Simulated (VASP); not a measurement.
# SnGe2: single point with PBE

The system is SnGe2.

```
Sn Ge
1.0
     0.00000    2.47230    5.94565
     2.25462    0.00000    5.94565
     2.25462    2.47230    0.00000
Sn Ge
1 2
Direct
  0.00000 0.00000 0.00000
  0.68266 0.68266 0.31734
  0.31734 0.31734 0.68266
```

* Program: VASP 6.6.1
* Task: single point
* Functional: PBE
* Potentials or basis: VASP PAW PBE potentials, release 64 (Sn_d, Ge_d)
* Cutoff: 520 eV
* k mesh: 6 × 6 × 6
* Occupations: gaussian, width 0.1 eV
* Spin: no spin polarisation
* Dipole correction: no
* Further INCAR settings: ALGO = Normal; EDIFF = 1e-07; NBANDS = 28

* Pressure: 0.1 GPa
* Largest force: 0.016 eV/Å
* Band gap on the k mesh: zero (bands 21 and 22 overlap by 4.44 eV)

Forces on the atoms (eV/Å):
```
Sn   0.000  0.000  0.000
Ge   0.000  0.000  0.016
Ge   0.000  0.000 -0.016
```

Stress tensor (GPa, compression positive):
```
 0.37  0.00  0.00
 0.00  0.17  0.00
 0.00  0.00 -0.15
```

Levels at points of the mesh, in eV from the Fermi level:
```
           k point  band 18  band 19  band 20  band 21  band 22  band 23  band 24  band 25
(0.00, 0.00, 0.00)    -7.70     0.66     1.08     1.54     2.10     2.54     3.16     5.68
(0.50, 0.00, 0.00)    -6.97    -4.92    -1.78    -1.44     3.22     3.23     3.73     4.72
(0.50, 0.50, 0.00)    -3.62    -2.35     0.15     1.05     3.38     5.00     5.12     5.18
(0.50, 0.00, 0.50)    -4.83    -4.26    -3.51    -2.31    -0.74    -0.73    -0.52     0.33
(0.00, 0.50, 0.50)    -4.82    -4.20    -4.10    -3.12     0.06     0.28     0.43     1.09
```

It took 3.4 min on 1 thread of Intel Xeon 8259CL (shared host), peak memory 0.28 GiB.

Caveat: spin-orbit coupling is left out, which moves the levels of the heavy elements.
